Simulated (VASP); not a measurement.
TiH2, 3 atoms in the cell. It takes space group I4/mmm (No. 139, tetragonal). The conventional cell has a = 3.281 Å, b = 3.281 Å, c = 4.352 Å, α = 90.00°, β = 90.00°, γ = 90.00°. Ti (site symmetry 4/mmm) has 8 H at 1.97 Å within 2.6 Å. H (site symmetry -4m2) has 4 Ti at 1.97 Å and 6 H at 2.18 to 2.32 Å within 2.6 Å. 

```yaml
Program: VASP 6.6.1
Task: single point
Functional: r2SCAN
Potentials_or_basis: VASP PAW PBE potentials, release 64 (Ti_sv, H)
Cutoff: 520 eV
k_mesh: 18 × 18 × 18
Occupations: gaussian, width 0.1 eV
Spin: no spin polarisation
Dipole_correction: no
Further_INCAR_settings: ALGO = Normal; EDIFF = 1e-07; NBANDS = 14
```

Potentials or basis: VASP PAW PBE potentials, release 64 (Ti_sv, H).

Launch:

```console
$ cat potpaw_PBE.64/Ti_sv/POTCAR potpaw_PBE.64/H/POTCAR > POTCAR
$ cp INCAR.step1 INCAR
$ mpirun -np 1 vasp_std > vasp.out
$ cp INCAR.step2 INCAR
$ mpirun -np 1 vasp_std > vasp.out
```

Hardware: 1 thread of AMD EPYC 7R43 64-Core Processor (Zen 3) (shared host).

Question: Estimate the wall time of this run.

Answer: Wall time 28 min on 1 thread of AMD EPYC 7R43 64-Core Processor (Zen 3) (shared host), peak memory 0.23 GiB. Counts: k points 480.
